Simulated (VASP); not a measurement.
Fe: single point with PBE

The system is Fe.

```
CELL_PARAMETERS angstrom
0.00000 1.75450 1.75450
1.75450 0.00000 1.75450
3.50900 3.50900 0.00000
ATOMIC_POSITIONS crystal
Fe 0.00000 0.00000 0.00000
Fe 0.00000 0.00000 0.50000
```

This isn't the form of Fe at room conditions, which is bcc.

| Item | Value |
| --- | --- |
| Program | VASP 6.6.1 |
| Task | single point |
| Functional | PBE |
| Potentials or basis | VASP PAW PBE potentials, release 64 (Fe) |
| Cutoff | 520 eV |
| k mesh | 12 × 12 × 6 |
| Occupations | fermi-dirac, width 0.1 eV |
| Spin | collinear spin, ferromagnetic start |
| Starting moments | [4.0, 4.0] μB |

```json
{
 "Pressure": "-3.1 GPa",
 "Net moment": "2.45 μB per cell",
 "Site moments": "Fe +1.22 μB",
 "Valence electrons inside the program's atomic spheres": "Fe 7.37"
}
```

Levels at points of the mesh, in eV from the Fermi level:
Spin up:
```tsv
k point	band 5	band 6	band 7	band 8	band 9	band 10	band 11	band 12	band 13	band 14
(0.00, 0.00, 0.00)	-1.97	-1.97	-1.97	-0.94	-0.94	0.05	0.26	0.26	7.44	21.43
(0.50, 0.00, 0.00)	-2.26	-0.02	0.05	0.26	0.26	0.66	0.66	2.96	7.44	10.67
(0.00, 0.50, 0.00)	-2.26	-0.02	0.05	0.26	0.26	0.66	0.66	2.96	7.44	10.67
(0.50, 0.50, 0.00)	-2.26	-0.02	0.05	0.26	0.26	0.66	0.66	2.96	7.44	10.67
(0.00, 0.00, 0.50)	-1.85	-1.85	-1.85	-1.85	-0.68	-0.68	-0.68	-0.68	15.50	15.50
(0.50, 0.00, 0.50)	-1.94	-1.94	-1.17	-1.17	0.36	0.36	3.30	3.30	9.72	9.72
(0.00, 0.50, 0.50)	-1.94	-1.94	-1.17	-1.17	0.36	0.36	3.30	3.30	9.72	9.72
(0.50, 0.50, 0.50)	-1.94	-1.94	-1.17	-1.17	0.36	0.36	3.30	3.30	9.72	9.72
```
Spin down:
```csv
k point,band 4,band 5,band 6,band 7,band 8,band 9,band 10,band 11
"(0.00, 0.00, 0.00)",-1.06,-1.06,-0.94,-0.94,0.14,0.85,0.85,1.63
"(0.50, 0.00, 0.00)",-0.94,-0.94,0.14,1.63,1.63,1.70,1.70,1.86
"(0.00, 0.50, 0.00)",-0.94,-0.94,0.14,1.63,1.63,1.70,1.70,1.86
"(0.50, 0.50, 0.00)",-0.94,-0.94,0.14,1.63,1.63,1.70,1.70,1.86
"(0.00, 0.00, 0.50)",-1.64,-0.71,-0.71,-0.71,-0.71,0.86,0.86,0.86
"(0.50, 0.00, 0.50)",-2.59,-1.15,-1.15,0.26,0.26,1.70,1.70,4.08
"(0.00, 0.50, 0.50)",-2.59,-1.15,-1.15,0.26,0.26,1.70,1.70,4.08
"(0.50, 0.50, 0.50)",-2.59,-1.15,-1.15,0.26,0.26,1.70,1.70,4.08
```

Run time: 11 min on 1 thread of Intel Xeon 8259CL, with other jobs on the host, peak memory 0.35 GiB.

Caveat: the cell stands under tension.
